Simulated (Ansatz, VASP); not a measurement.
# Si3N4 in VASP and in Ansatz

```
Si N
1.0
     7.57349    0.00000    0.00000
    -3.78675    6.55884    0.00000
     0.00000    0.00000    2.89146
Si N
6 8
Direct
  0.76747 0.17384 0.25000
  0.59363 0.76747 0.75000
  0.82616 0.59363 0.25000
  0.23253 0.82616 0.75000
  0.40637 0.23253 0.25000
  0.17384 0.40637 0.75000
  0.02952 0.33013 0.25000
  0.69939 0.02952 0.75000
  0.66987 0.69939 0.25000
  0.97048 0.66987 0.75000
  0.30061 0.97048 0.25000
  0.33013 0.30061 0.75000
  0.66667 0.33333 0.25000
  0.33333 0.66667 0.75000
```

Alike in both runs: functional LDA; k mesh 3 × 3 × 7; no spin polarisation.

Ansatz relaxed the structure, and its values are those at the end. VASP's run is a single point on that final structure, the one shown.

|  | VASP | Ansatz |
| --- | --- | --- |
| version | VASP 6.6.1 | Ansatz 0.2.0 |
| potentials or method | VASP PAW LDA potentials, release 64 (Si, N) | scalar-relativistic, plane waves, PAW |
| plane-wave cutoff (eV) | 520 | 420 |
| occupations | gaussian, width 0.01 eV | fixed |
| valence electrons in the cell | 64 | 64 |

|  | VASP | Ansatz | Ansatz less VASP |
| --- | --- | --- | --- |
| gap on the k mesh at the Fermi level (eV) | 4.21 | 4.23 | +0.021 |
| least direct gap on the mesh (eV) | 4.41 | 4.43 | +0.020 |
| pressure (GPa) | 0.4 | 0.0 | -0.39 |

LDA's correlation is that of Perdew and Zunger in VASP and of Perdew and Wang (1992) in Ansatz.
